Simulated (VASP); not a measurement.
Here is a VASP 6.6.1 calculation.

Contents of INCAR:

```
ALGO = Normal
EDIFF = 1E-6
ENCUT = 600
GGA = PS
GGA_COMPAT = F
ISIF = 2
ISMEAR = 0
LASPH = T
LCHARG = T
LELF = T
LREAL = F
LVHAR = T
LWAVE = F
NBANDS = 11
NELM = 120
PREC = Accurate
SIGMA = 0.01
```

Contents of KPOINTS:

```
k-points
0
Gamma
  6 6 6
```

Contents of POSCAR:

```
BN
1.0
    0.0000000000      1.8025484883      1.8025484883
    1.8025484883      0.0000000000      1.8025484883
    1.8025484883      1.8025484883      0.0000000000
B N
1 1
Direct
    0.0000000000      0.0000000000      0.0000000000
    0.2500000000      0.2500000000      0.2500000000
```

Potentials or basis: VASP PAW PBE potentials, release 64 (B, N).

Launch:

```sh
$ cat potpaw_PBE.64/B/POTCAR potpaw_PBE.64/N/POTCAR > POTCAR
$ mpirun -np 1 vasp_std > vasp.out
```

Task: Estimate the band gap on the k mesh.

Result: 4.28 eV, indirect (least direct gap 8.80 eV).

Task: Estimate the pressure.

Result: 0.6 GPa.

Caveat: the k points lie up to 0.50 Å⁻¹ apart; the PAW data sets were made with another functional, which shifts forces and pressure a little. A k mesh can miss the band edges.
